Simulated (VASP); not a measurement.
Runs of VASP 6.6.1 on Ag. The structure is that of space group Fd-3m (No. 227), or close to it. The cells are those of the table. This isn't the form of Ag at room conditions, which is fcc.

| cell | gap on the mesh (eV) | pressure (GPa) |
| --- | --- | --- |
| a = 3.874 Å, angles 60.0°, 2 atoms | none | 30.3 |
| a = 4.308 Å, angles 60.0°, 2 atoms | none | 0.0 |
| a = 3.781 Å, angles 60.0°, 2 atoms | none | 45.2 |
| a = 4.012 Å, angles 60.0°, 2 atoms | none | (a) |

Alike in all rows: task single point; level r2SCAN; potentials or basis VASP PAW PBE potentials, release 64 (Ag); no spin polarisation; k mesh 8 × 8 × 8; cutoff (eV) 550; smearing fermi-dirac 0.05 eV.

Estimate the missing entries.

(a) 15.2.

Caveats: the PAW data sets were made with another functional, which shifts forces and pressure a little; the cell stands under pressure (at least some runs).

A k mesh can miss the band edges, and the runs leave out spin-orbit coupling on Ag.

A gap of «none» marks levels without a gap at the run's occupations.
